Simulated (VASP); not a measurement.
Crystal: CdTe.

```
Te Cd
1.0
     0.00000    3.20500    3.20500
     3.20500    0.00000    3.20500
     3.20500    3.20500    0.00000
Te Cd
1 1
Cartesian
  4.8075 4.8075 4.8075
  0.0000 0.0000 0.0000
```

* Program: VASP 6.6.1
* Task: relaxation of cell and atoms
* Functional: B3LYP
* Potentials or basis: VASP PAW PBE potentials, release 64 (Te, Cd)
* Cutoff: 600 eV
* k mesh: 4 × 4 × 4
* Occupations: fermi-dirac, width 0.05 eV
* Spin: no spin polarisation

At the start: pressure 5.9 GPa; volume 32.92 Å³/atom.

**Question.** Where does the relaxation end?

**Answer.** Over 3 steps the energy falls by 72.0 meV/atom and the volume is 37.32 Å³/atom (+13.4 %); space group F-43m (No. 216, to 0.1 Å) before and after.

The path:
```
step  energy change (eV)  largest force (eV/Å)  pressure (GPa)  volume (Å³)
   1              0.0000                0.0000            5.86        65.84
   2             -0.1295                0.0000           -1.35        77.99
   3             -0.1440                0.0000            0.02        74.64
```

Final structure:
```
CELL_PARAMETERS angstrom
0.00000 3.34187 3.34187
3.34187 0.00000 3.34187
3.34187 3.34187 0.00000
ATOMIC_POSITIONS crystal
Te 0.75000 0.75000 0.75000
Cd 0.00000 0.00000 0.00000
```

Caveat: the k points lie up to 0.41 Å⁻¹ apart in the final cell; the PAW data sets were made with another functional, which shifts forces and pressure a little.
